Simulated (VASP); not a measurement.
Here is a VASP 6.6.1 calculation.

The input POSCAR:

```
GaGe
1.0
    0.0000000000      2.9359778994      2.9359778994
    2.9359778994      0.0000000000      2.9359778994
    2.9359778994      2.9359778994      0.0000000000
Ge Ga
1 1
Direct
    0.0000000000      0.0000000000      0.0000000000
    0.2500000000      0.2500000000      0.2500000000
```

Contents of INCAR.step1:

```
PREC = Accurate
ENCUT = 520
EDIFF = 1E-5
ISMEAR = -1
SIGMA = 0.05
LREAL = F
LASPH = T
NELM = 80
ALGO = Normal
ISIF = 2
LWAVE = T
LCHARG = F
NBANDS = 20
GGA = PE
```

The input INCAR.step2:

```
PREC = Accurate
ENCUT = 520
EDIFF = 1E-6
ISMEAR = -1
SIGMA = 0.05
LREAL = F
LASPH = T
NELM = 80
ALGO = Normal
ISIF = 2
LWAVE = F
LCHARG = F
GGA = PE
LHFCALC = T
AEXX = 0.25
PRECFOCK = Normal
NBANDS = 20
ISTART = 1
```

The input KPOINTS:

```
regular mesh
0
Gamma
  4 4 4
```

Potentials or basis: VASP PAW PBE potentials, release 64 (Ge_d, Ga_d).

The run is started by

```bash
$ cat potpaw_PBE.64/Ge_d/POTCAR potpaw_PBE.64/Ga_d/POTCAR > POTCAR
$ cp INCAR.step1 INCAR
$ mpirun -np 1 vasp_std > vasp.out
$ cp INCAR.step2 INCAR
$ mpirun -np 1 vasp_std > vasp.out
```

Estimate the pressure.

-3.8 GPa.

Caveat: the k points lie up to 0.46 Å⁻¹ apart; the PAW data sets were made with another functional, which shifts forces and pressure a little.
